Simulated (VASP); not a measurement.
Runs of VASP 6.6.1 on Pt. The structure is that of space group Im-3m (No. 229), or close to it. The cells are those of the table. 

```csv
cell,gap on the mesh (eV),pressure (GPa)
"a = 2.689 Å, angles 109.1, 109.1, 110.3°, 1 atom",none,4.2
"a = 2.758 Å, angles 109.9, 109.9, 108.7°, 1 atom",none,-14.4
"a = 2.826 Å, angles 109.5°, 1 atom",none,(b)
"a = 2.771 Å, angles 109.1, 109.1, 110.3°, 1 atom",none,-17.2
"a = 2.689 Å, angles 110.3, 110.3, 107.8°, 1 atom",none,(a)
```

Alike in all rows: task single point; level PBEsol; potentials or basis VASP PAW PBE potentials, release 64 (Pt); no spin polarisation; k mesh 22 × 22 × 22; cutoff (eV) 520; smearing gaussian 0.15 eV.

Q: Estimate the missing entries.

A: (a) 4.3; (b) -25.9.

Caveats: the PAW data sets were made with another functional, which shifts forces and pressure a little; spin-orbit coupling is left out, which moves the levels of the heavy elements.

A k mesh can miss the band edges, and the runs leave out spin-orbit coupling on Pt.

A gap of «none» marks levels without a gap at the run's occupations.
